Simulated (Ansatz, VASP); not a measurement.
**Two plane-wave programs on KBr**

```xyz
2
Lattice="0.0000 3.1279 3.1279 3.2925 -0.1646 3.2925 3.2925 3.2925 -0.1646" Properties=species:S:1:pos:R:3 pbc="T T T"
K     0.0000    0.0000    0.0000
Br    3.2925    3.1279    3.1279
```

Change from the starting cell: strain -0.1000 x Voigt [0, 0, 0, 1, 0, 0], atoms carried along.

Alike in both runs: task single point; functional PBE; k mesh 6 × 6 × 6; occupations gaussian, width 0.05 eV; no spin polarisation.

```csv
,VASP,Ansatz
version,VASP 6.6.1,Ansatz 0.2.0
potentials or method,"VASP PAW PBE potentials, release 64 (K_sv, Br), cutoff 520 eV","scalar-relativistic, plane waves, PAW"
valence electrons in the cell,16,16
```

```tsv
	VASP	Ansatz	Ansatz less VASP
gap on the k mesh at the Fermi level (eV)	4.30	4.30	+0.002
least direct gap on the mesh (eV)	4.30	4.30	+0.002
pressure (GPa)	0.9	0.8	-0.04
traceless stress, the component that is largest in VASP (GPa)	0.51	0.51	+0.004
```
